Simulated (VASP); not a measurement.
Write the native input for VASP 6.6.1 that does the following.

| Item | Value |
| --- | --- |
| Task | single point |
| Functional | PBEsol |
| Potentials or basis | VASP PAW PBE potentials, release 64 (Sb) |
| Cutoff | 500 eV |
| k mesh | 13 × 13 × 13 |
| Occupations | fermi-dirac, width 0.05 eV |
| Spin | no spin polarisation |
| Dipole correction | no |
| Further INCAR settings | ALGO = Normal; EDIFF = 1e-06; NBANDS = 8 |

The structure of Sb lies in POSCAR:

```
Sb
1.0
    3.1600000000      0.0000000000      0.0000000000
    0.0000000000      3.1600000000      0.0000000000
    0.0000000000      0.0000000000      3.1284000000
Sb
1
Direct
    0.0000000000      0.0000000000      0.0000000000
```

This cell differs from its parent crystal: zz strain of -1 %.

The input as run:

INCAR

```
SYSTEM = Sb
  PREC = Accurate
  ENCUT = 500
  EDIFF = 1E-6
  ISMEAR = -1
  SIGMA = 0.05
  LREAL = .False.
  LASPH = .True.
  NELM = 120
  ALGO = Normal
  ISIF = 2
  LWAVE = .False.
  LCHARG = .False.
  GGA = PS
  NBANDS = 8
  GGA_COMPAT = .False.
```

KPOINTS

```
regular mesh
0
Gamma
  13 13 13
  0 0 0
```

Potentials or basis: VASP PAW PBE potentials, release 64 (Sb).

The run is started by

```console
$ cat potpaw_PBE.64/Sb/POTCAR > POTCAR
$ mpirun -np 1 vasp_std > vasp.out
```

It gave:

* Pressure: -4.4 GPa

Caveat: the cell differs from its parent crystal (zz strain of -1 %); the PAW data sets were made with another functional, which shifts forces and pressure a little.

Run time: 32 s on 1 thread of AMD EPYC 7R13, with other jobs on the host, peak memory 0.14 GiB.
